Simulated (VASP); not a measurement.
# Sc4InSb (P4/mmm) in VASP: notebook

The runs below take Sc4InSb through single point, relaxation of cell and atoms, with PBE.

Everything below comes from runs of VASP 6.6.1. Logs are shortened: lines on timing, memory, paths and dates and some standing lists are left out, and cuts for length are marked.

**1. The cell of the first run**

The structure is tetragonal, space group P4/mmm (No. 123). The conventional cell has a = 4.853 Å, b = 4.853 Å, c = 6.807 Å, α = 90.00°, β = 90.00°, γ = 90.00°. Sc (site symmetry 2mm) has 2 In at 2.95 Å and 2 Sb at 2.98 Å and 6 Sc at 3.35 to 3.45 Å within 3.9 Å. In (site symmetry 4/mmm) has 8 Sc at 2.95 Å within 3.9 Å. Sb (site symmetry 4/mmm) has 8 Sc at 2.98 Å within 3.9 Å.

The cell was generated, and may not be a known phase.

**2. Single point, PBE**

INCAR

```
PREC = Accurate ; ENCUT = 520
EDIFF = 1E-7 ; ISMEAR = 0
SIGMA = 0.1 ; LREAL = F
LASPH = T ; NELM = 60
ALGO = Fast ; ISIF = 2
LWAVE = F ; LCHARG = F
GGA = PE ; NBANDS = 40
```

KPOINTS

```
regular mesh
0
Gamma
  4 4 4
```

POSCAR

```
Sc4InSb
1.0
    4.8528222467      0.0000000000      0.0000000000
    0.0000000000      4.8528222467      0.0000000000
    0.0000000000      0.0000000000      6.8074709827
Sc In Sb
4 1 1
Direct
    0.5000000000      0.0000000000      0.7536587166
    0.0000000000      0.5000000000      0.2463412834
    0.5000000000      0.0000000000      0.2463412834
    0.0000000000      0.5000000000      0.7536587166
    0.0000000000      0.0000000000      0.0000000000
    0.5000000000      0.5000000000      0.5000000000
```

Potentials or basis: VASP PAW PBE potentials, release 64 (Sc_sv, In_d, Sb).

Launch:

```bash
> cat potpaw_PBE.64/Sc_sv/POTCAR potpaw_PBE.64/In_d/POTCAR potpaw_PBE.64/Sb/POTCAR > POTCAR
> mpirun -np 1 vasp_std > vasp.out
```

OUTCAR:

```text
PREC = Accurate
   ENCUT = 520
   EDIFF = 1E-7
   ISMEAR = 0
   LREAL = F
   LASPH = T
   NELM = 60
   ISIF = 2
   GGA = PE

 ion  position               nearest neighbor table
   1  0.500  0.000  0.754-   5 2.95   5 2.95   6 2.98   6 2.98   3 3.35
   2  0.000  0.500  0.246-   5 2.95   5 2.95   6 2.98   6 2.98   4 3.35
   3  0.500  0.000  0.246-   5 2.95   5 2.95   6 2.98   6 2.98   1 3.35
   4  0.000  0.500  0.754-   5 2.95   5 2.95   6 2.98   6 2.98   2 3.35
   5  0.000  0.000  0.000-   1 2.95   2 2.95   3 2.95   4 2.95   2 2.95   4 2.95   1 2.95   3 2.95

   6  0.500  0.500  0.500-   1 2.98   2 2.98   3 2.98   4 2.98   1 2.98   3 2.98   2 2.98   4 2.98

  LATTYP: Found a simple tetragonal cell.
 ALAT       =     4.8528222467
 C/A-ratio  =     1.4027859741

  Lattice vectors:

 A1 = (   4.8528222467,   0.0000000000,   0.0000000000)
 A2 = (   0.0000000000,   4.8528222467,   0.0000000000)
 A3 = (   0.0000000000,   0.0000000000,   6.8074709827)

Analysis of symmetry for initial positions (statically):
=====================================================================
 Subroutine PRICEL returns:
 Original cell was already a primitive cell.

 Routine SETGRP: Setting up the symmetry group for a
 simple tetragonal supercell.

 Subroutine GETGRP returns: Found 16 space group operations
 (whereof 16 operations were pure point group operations)
 out of a pool of 16 trial point group operations.

The static configuration has the point symmetry D_4h.

Analysis of symmetry for dynamics (positions and initial velocities):
=====================================================================
 Subroutine PRICEL returns:
 Original cell was already a primitive cell.

 Routine SETGRP: Setting up the symmetry group for a
 simple tetragonal supercell.

 Subroutine GETGRP returns: Found 16 space group operations
 (whereof 16 operations were pure point group operations)
 out of a pool of 16 trial point group operations.

The dynamic configuration has the point symmetry D_4h.

 Subroutine INISYM returns: Found 16 space group operations
 (whereof 16 operations are pure point group operations),
 and found     1 'primitive' translations

----------------------------------------------------------------------------------------

                                     Primitive cell

  volume of cell :     160.3152

  direct lattice vectors                    reciprocal lattice vectors
     4.852822247  0.000000000  0.000000000     0.206065656  0.000000000  0.000000000
     0.000000000  4.852822247  0.000000000     0.000000000  0.206065656  0.000000000
     0.000000000  0.000000000  6.807470983     0.000000000  0.000000000  0.146897431

  length of vectors
     4.852822247  4.852822247  6.807470983     0.206065656  0.206065656  0.146897431

  position of ions in fractional coordinates (direct lattice)
     0.500000000  0.000000000  0.753658717
     0.000000000  0.500000000  0.246341283
     0.500000000  0.000000000  0.246341283
     0.000000000  0.500000000  0.753658717
     0.000000000  0.000000000  0.000000000
     0.500000000  0.500000000  0.500000000

  ion indices of the primitive-cell ions
   primitive index   ion index
                 1           1
                 2           2
                 3           3
                 4           4
                 5           5
                 6           6

----------------------------------------------------------------------------------------

 KPOINTS: regular mesh

Automatic generation of k-mesh.
 Grid dimensions read from file:
 generate k-points for:    4    4    4

 Generating k-lattice:

  Cartesian coordinates                     Fractional coordinates (reciprocal lattice)
     0.051516414  0.000000000  0.000000000     0.250000000  0.000000000  0.000000000
     0.000000000  0.051516414  0.000000000     0.000000000  0.250000000  0.000000000
     0.000000000  0.000000000  0.036724358     0.000000000  0.000000000  0.250000000

  Length of vectors
     0.051516414  0.051516414  0.036724358

  Shift w.r.t. Gamma in fractional coordinates (k-lattice)
     0.000000000  0.000000000  0.000000000

 Subroutine IBZKPT returns following result:
 ===========================================

 Found     18 irreducible k-points:

 Following reciprocal coordinates:
            Coordinates               Weight
  0.000000  0.000000  0.000000      1.000000
  0.250000  0.000000  0.000000      4.000000
  0.500000  0.000000  0.000000      2.000000
  0.250000  0.250000  0.000000      4.000000
  0.500000  0.250000  0.000000      4.000000
  0.500000  0.500000  0.000000      1.000000
[... 10 lines left out ...]
  0.500000  0.250000  0.500000      4.000000
  0.500000  0.500000  0.500000      1.000000
   k-points           NKPTS =     18   k-points in BZ     NKDIM =     18   number of bands    NBANDS=     40
   number of dos      NEDOS =    301   number of ions     NIONS =      6
   total plane-waves  NPLWV =  69984
   dimension x,y,z NGX =    36 NGY =   36 NGZ =   54
   dimension x,y,z NGXF=    72 NGYF=   72 NGZF=  108
   ions per type =               4   1   1
   NGX,Y,Z   is equivalent  to a cutoff of  12.33, 12.33, 13.19 a.u.
   NGXF,Y,Z  is equivalent  to a cutoff of  24.67, 24.67, 26.37 a.u.
 SYSTEM =  unknown system
   PREC   = accura    normal or accurate (medium, high low for compatibility)
   ISTART =      0    job   : 0-new  1-cont  2-samecut
   ICHARG =      2    charge: 1-file 2-atom 10-const
   ISPIN  =      1    spin polarized calculation?
   LNONCOLLINEAR =      F non collinear calculations
   LSORBIT =      F    spin-orbit coupling
   LASPH  =      T    aspherical Exc in radial PAW
   ENCUT  =  520.0 eV  38.22 Ry    6.18 a.u.   9.02  9.02 12.66*2*pi/ulx,y,z
   NELM   =     60;   NELMIN=  2; NELMDL= -5     # of ELM steps
   EDIFF  = 0.1E-06   stopping-criterion for ELM
   LREAL  =      F    real-space projection
   EDIFFG = 0.1E-05   stopping-criterion for IOM
   NSW    =      0    number of steps for IOM
   IBRION =     -1    ionic relax: 0-MD 1-quasi-New 2-CG
   NFREE  =      0    steps in history (QN), initial steepest desc. (CG)
   ISIF   =      2    stress and relaxation
   ISYM   =      2    0-nonsym 1-usesym 2-fastsym
   POTIM  = 0.5000    time-step for ionic-motion
   TEBEG  =    0.0;   TEEND  =   0.0 temperature during run
   PSTRESS=    0.0 pullay stress
   NELECT =      62.0000    total number of electrons
   NUPDOWN=      -1.0000    fix difference up-down
   EMIN   =  10.00;   EMAX   =-10.00  energy-range for DOS
   EFERMI =   0.00;   METHOD = LEGACY
   ISMEAR =     0;   SIGMA  =   0.10  broadening in eV -4-tet -1-fermi 0-gaus
   EFERMI_NEDOS =   21; number of points for ismear=-14 and -15
   IALGO  =     68    algorithm
   IMIX   =      4    mixing-type and parameters
     AMIX     =   0.40;   BMIX     =  1.00
     AMIX_MAG =   1.60;   BMIX_MAG =  1.00
  volume/ion in A,a.u.               =      26.72       180.31
  Fermi-wavevector in a.u.,A,eV,Ry     =   1.192744  2.253959 19.356165  1.422638
  Thomas-Fermi vector in A             =   2.328775
   LORBIT       =      0    0 simple, 1 ext, 2 COOP (PROOUT), +10 PAW based schemes
   GGA     = PE    functional components
   LHFCALC =     F    Hartree Fock is set to
   AEXX    =    0.0000 exact exchange contribution
   IVDW    =     0    specifies the selected vdW correction
   LEPSILON=     F    determine dielectric tensor
   LRPA    =     F    only Hartree local field effects (RPA)
 non-spin polarized calculation
 RMM-DIIS sequential band-by-band and
 Gauss-broadening in eV      SIGMA  =   0.10
  energy-cutoff  :      520.00
  volume of cell :      160.32
 maximum number of plane-waves:      4360
   NGX = 19   NGY = 19   NGZ = 25

 number of electron      62.0000009 magnetization

 Free energy of the ion-electron system (eV)
  ---------------------------------------------------
  ext. energy  EPLUGINS =         0.00000000
  ---------------------------------------------------
  free energy    TOTEN  =       -33.46440261 eV

  energy without entropy =      -33.42139410  energy(sigma->0) =      -33.44289836

 E-fermi :   4.7961     XC(G=0):  -9.6123

 val. band max:        4.7847785968   @ k =   0.2500   0.2500   0.5000
 cond. band min:       4.8412952238   @ k =   0.5000   0.5000   0.5000
 fundamental gap:      0.0565166269
 Fermi energy:         4.7961172591

 k-point     1 :       0.0000    0.0000    0.0000
  band No.  band energies     occupation
      1     -45.1966      2.00000
      2     -45.1844      2.00000
      3     -45.1751      2.00000
      4     -45.1635      2.00000
      5     -23.9135      2.00000
      6     -23.8860      2.00000
[... 32 lines left out ...]
     39       6.5198      0.00000
     40       7.2419      0.00000

 k-point     2 :       0.2500    0.0000    0.0000
  band No.  band energies     occupation
      1     -45.1935      2.00000
      2     -45.1813      2.00000
      3     -45.1782      2.00000
      4     -45.1665      2.00000
      5     -23.9079      2.00000
      6     -23.8824      2.00000
[... 32 lines left out ...]
     39       6.6666      0.00000
     40       6.9361      0.00000

 k-point     3 :       0.5000    0.0000    0.0000
  band No.  band energies     occupation
      1     -45.1858      2.00000
      2     -45.1857      2.00000
      3     -45.1739      2.00000
      4     -45.1738      2.00000
      5     -23.8951      2.00000
      6     -23.8942      2.00000
[... 32 lines left out ...]
     39       6.4572      0.00000
     40       6.6286      0.00000

 k-point     4 :       0.2500    0.2500    0.0000
  band No.  band energies     occupation
      1     -45.1912      2.00000
      2     -45.1804      2.00000
      3     -45.1791      2.00000
      4     -45.1686      2.00000
      5     -23.9050      2.00000
      6     -23.8988      2.00000
[... 32 lines left out ...]
     39       6.4823      0.00000
     40       6.5884      0.00000
[... 514 lines left out ...]
     39       6.2739      0.00000
     40       6.9518      0.00000

 k-point    17 :       0.5000    0.2500    0.5000
  band No.  band energies     occupation
      1     -45.1807      2.00000
      2     -45.1806      2.00000
      3     -45.1789      2.00000
      4     -45.1789      2.00000
      5     -23.8949      2.00000
      6     -23.8914      2.00000
[... 32 lines left out ...]
     39       6.3334      0.00000
     40       6.4152      0.00000

 k-point    18 :       0.5000    0.5000    0.5000
  band No.  band energies     occupation
      1     -45.1806      2.00000
      2     -45.1806      2.00000
      3     -45.1789      2.00000
      4     -45.1789      2.00000
      5     -23.9174      2.00000
      6     -23.9136      2.00000
[... 32 lines left out ...]
     39       6.2758      0.00000
     40       6.2974      0.00000

------------------------ aborting loop because EDIFF is reached ----------------------------------------

  FORCE on cell =-STRESS in cart. coord.  units (eV):
  Direction    XX          YY          ZZ          XY          YZ          ZX
  --------------------------------------------------------------------------------------
  -------------------------------------------------------------------------------------
  Total       -0.0365513     -0.0365513     -0.1495088      0.0000000      0.0000000      0.0000000
  in kB       -0.3652906     -0.3652906     -1.4941791      0.0000000      0.0000000      0.0000000
  external PRESSURE =      -0.7415868 kB  Pullay stress =       0.0000000 kB

 VOLUME and BASIS-vectors are now :
 -----------------------------------------------------------------------------
  energy-cutoff  :      520.00
  volume of cell :      160.32
      direct lattice vectors                 reciprocal lattice vectors
     4.852822247  0.000000000  0.000000000     0.206065656  0.000000000  0.000000000
     0.000000000  4.852822247  0.000000000     0.000000000  0.206065656  0.000000000
     0.000000000  0.000000000  6.807470983     0.000000000  0.000000000  0.146897431

 POSITION                                       TOTAL-FORCE (eV/Angst)
 -----------------------------------------------------------------------------------
      2.42641      0.00000      5.13051         0.000000     -0.000000      0.005948
      0.00000      2.42641      1.67696         0.000000     -0.000000     -0.005948
      2.42641      0.00000      1.67696        -0.000000     -0.000000     -0.005948
      0.00000      2.42641      5.13051        -0.000000      0.000000      0.005948
      0.00000      0.00000      0.00000         0.000000      0.000000      0.000000
      2.42641      2.42641      3.40374         0.000000      0.000000      0.000000
 -----------------------------------------------------------------------------------
    total drift:                                0.000000     -0.000000     -0.000000

  FREE ENERGIE OF THE ION-ELECTRON SYSTEM (eV)
  ---------------------------------------------------
  free  energy   TOTEN  =       -33.4644026147 eV

  energy  without entropy=      -33.4213940986  energy(sigma->0) =      -33.44289836
```

It took 3.1 min on 1 thread of AMD EPYC 9R45 (Zen 5), shared host; peak memory 0.29 GiB.

Results:

- Free energy: -33.4644 eV
- Pressure: -0.1 GPa
- Largest force: 0.006 eV/Å
- Band gap on the k mesh: zero (bands 31 and 32 overlap by 0.64 eV)

Forces on the atoms (eV/Å):
```
Sc   0.000  0.000  0.006
Sc   0.000  0.000 -0.006
Sc   0.000  0.000 -0.006
Sc   0.000  0.000  0.006
In   0.000  0.000  0.000
Sb   0.000  0.000  0.000
```

Caveat: spin-orbit coupling is left out, which moves the levels of the heavy elements.

**3. Single point, PBE**

This run uses another cell than the first one, of 23.61 Å³/atom.

INCAR

```
SYSTEM = Sc4InSb
PREC = Accurate ; ENCUT = 520
EDIFF = 1E-6 ; ISMEAR = 0
SIGMA = 0.1 ; LREAL = .False.
LASPH = .True. ; NELM = 80
ALGO = Normal ; ISIF = 2
LWAVE = .False. ; LCHARG = .False.
GGA = PE ; NBANDS = 40
```

KPOINTS

```
regular mesh
0
Gamma
  4 4 4
  0 0 0
```

POSCAR

```
Sc4InSb
1.0
    4.6411880900      0.0000000000      0.0000000000
    0.0000000000      4.6411880900      0.0000000000
    0.0000000000      0.0000000000      6.5777382200
Sc In Sb
4 1 1
Direct
    0.5000000000      0.0000000000      0.7565800000
    0.0000000000      0.5000000000      0.2434200000
    0.5000000000      0.0000000000      0.2434200000
    0.0000000000      0.5000000000      0.7565800000
    0.0000000000      0.0000000000      0.0000000000
    0.5000000000      0.5000000000      0.5000000000
```

Potentials or basis: VASP PAW PBE potentials, release 64 (Sc_sv, In_d, Sb).

Launch:

```bash
> cat potpaw_PBE.64/Sc_sv/POTCAR potpaw_PBE.64/In_d/POTCAR potpaw_PBE.64/Sb/POTCAR > POTCAR
> mpirun -np 1 vasp_std > vasp.out
```

It took 60 s on 1 thread of AMD EPYC 9R45 (Zen 5), shared host; peak memory 0.26 GiB.

It converged, with:

```
Free energy            : -32.9619 eV
Pressure               : 9.4 GPa
Largest force          : 0.157 eV/Å
Band gap on the k mesh : zero (bands 31 and 32 overlap by 0.70 eV)
```

Forces on the atoms (eV/Å):
```
Sc   0.000  0.000 -0.157
Sc   0.000  0.000  0.157
Sc   0.000  0.000  0.157
Sc   0.000  0.000 -0.157
In   0.000  0.000  0.000
Sb   0.000  0.000  0.000
```

Stress tensor (GPa, compression positive):
```
9.71 0.00 0.00
0.00 9.71 0.00
0.00 0.00 8.90
```

Levels at points of the mesh, in eV from the Fermi level:
```csv
k point,band 27,band 28,band 29,band 30,band 31,band 32,band 33,band 34,band 35,band 36
"(0.00, 0.00, 0.00)",-1.97,-1.14,-0.81,-0.81,-0.31,-0.23,-0.20,0.12,1.84,1.84
"(0.50, 0.00, 0.00)",-2.71,-1.58,-0.86,-0.30,-0.03,0.39,0.65,0.93,1.08,1.11
"(0.50, 0.50, 0.00)",-1.17,-1.14,-1.14,-0.93,-0.17,-0.17,-0.13,0.12,0.12,1.72
"(0.00, 0.00, 0.50)",-2.74,-0.96,-0.96,-0.52,-0.15,-0.06,-0.05,0.92,1.36,1.88
"(0.50, 0.00, 0.50)",-1.80,-1.24,-0.82,0.40,0.47,0.69,0.72,1.12,1.20,1.33
"(0.50, 0.50, 0.50)",-2.30,-2.30,-1.35,-0.68,0.12,0.47,0.47,0.48,0.48,1.63
```

Caveat: the cell stands under pressure; spin-orbit coupling is left out, which moves the levels of the heavy elements.

**4. Relaxation of cell and atoms, PBE**

This run uses another cell than the first one, of 23.61 Å³/atom.

INCAR

```
SYSTEM = Sc4InSb
PREC = Accurate
ENCUT = 600
EDIFF = 1E-7
ISMEAR = 0
SIGMA = 0.1
LREAL = .False.
LASPH = .True.
NELM = 60
ALGO = Fast
ISIF = 3
LWAVE = .False.
LCHARG = .False.
GGA = PE
IBRION = 2
NSW = 90
EDIFFG = -0.04
```

KPOINTS is that of step 3.

POSCAR is that of step 3.

Launch:

```bash
> cat potpaw_PBE.64/Sc_sv/POTCAR potpaw_PBE.64/In_d/POTCAR potpaw_PBE.64/Sb/POTCAR > POTCAR
> mpirun -np 1 vasp_std > vasp.out
```

It took 14 min on 1 thread of AMD EPYC 9R45 (Zen 5), shared host; peak memory 0.34 GiB.

It converged, with:

```yaml
Free_energy: -33.4620 eV
Relaxed_volume: 26.62 Å³/atom
Relaxed_cell: a = 4.852 Å, b = 4.852 Å, c = 6.784 Å, α = 90.00°, β = 90.00°, γ = 90.00°
Space_group_after_relaxing_to_0.1_Å: P4/mmm (No. 123)
Energy_gained_by_relaxing: 83.2 meV/atom
Ionic_steps: 6
Pressure_after_relaxing: 0.1 GPa
Largest_force_after_relaxing: 0.009 eV/Å
Band_gap_on_the_k_mesh: zero (bands 31 and 32 overlap by 0.64 eV)
```

Forces in eV/Å, atoms in the order of the input:
```
Sc   0.000  0.000 -0.009
Sc   0.000  0.000  0.009
Sc   0.000  0.000  0.009
Sc   0.000  0.000 -0.009
In   0.000  0.000  0.000
Sb   0.000  0.000  0.000
```

Step by step:
| step | energy change (eV) | largest force (eV/Å) | pressure (GPa) | volume (Å³) |
| --- | --- | --- | --- | --- |
| 1 | 0.0000 | 0.1579 | 9.49 | 141.69 |
| 2 | -0.3430 | 0.0467 | -3.80 | 172.35 |
| 3 | -0.4956 | 0.0842 | -0.02 | 160.21 |
| 4 | -0.4955 | 0.0857 | 0.12 | 159.82 |
| 5 | -0.4972 | 0.0632 | 0.13 | 159.80 |
| 6 | -0.4991 | 0.0091 | 0.15 | 159.73 |

Final structure:
```yaml
crystal:
  lattice:
    - [4.85224, 0.00000, 0.00000]
    - [0.00000, 4.85224, 0.00000]
    - [0.00000, 0.00000, 6.78442]
  atoms:
    - { symbol: Sc, position: [0.50000, 0.00000, 0.75399] }
    - { symbol: Sc, position: [0.00000, 0.50000, 0.24601] }
    - { symbol: Sc, position: [0.50000, 0.00000, 0.24601] }
    - { symbol: Sc, position: [0.00000, 0.50000, 0.75399] }
    - { symbol: In, position: [0.00000, 0.00000, 0.00000] }
    - { symbol: Sb, position: [0.50000, 0.50000, 0.50000] }
```

Levels at points of the mesh, in eV from the Fermi level:
```csv
k point,band 29,band 30,band 31,band 32,band 33,band 34
"(0.00, 0.00, 0.00)",-0.83,-0.83,-0.32,-0.27,-0.21,0.15
"(0.50, 0.00, 0.00)",-0.82,-0.27,-0.03,0.32,0.56,0.75
"(0.50, 0.50, 0.00)",-1.03,-0.81,-0.25,-0.24,-0.24,0.11
"(0.00, 0.00, 0.50)",-0.88,-0.42,-0.11,-0.02,-0.02,0.66
"(0.50, 0.00, 0.50)",-0.79,0.33,0.37,0.57,0.64,1.02
"(0.50, 0.50, 0.50)",-1.28,-0.51,0.07,0.40,0.40,0.41
```

Caveat: spin-orbit coupling is left out, which moves the levels of the heavy elements.

[end of part 1 of 2]

The gap in the log of VASP goes by the Fermi energy; the results here count the filled bands.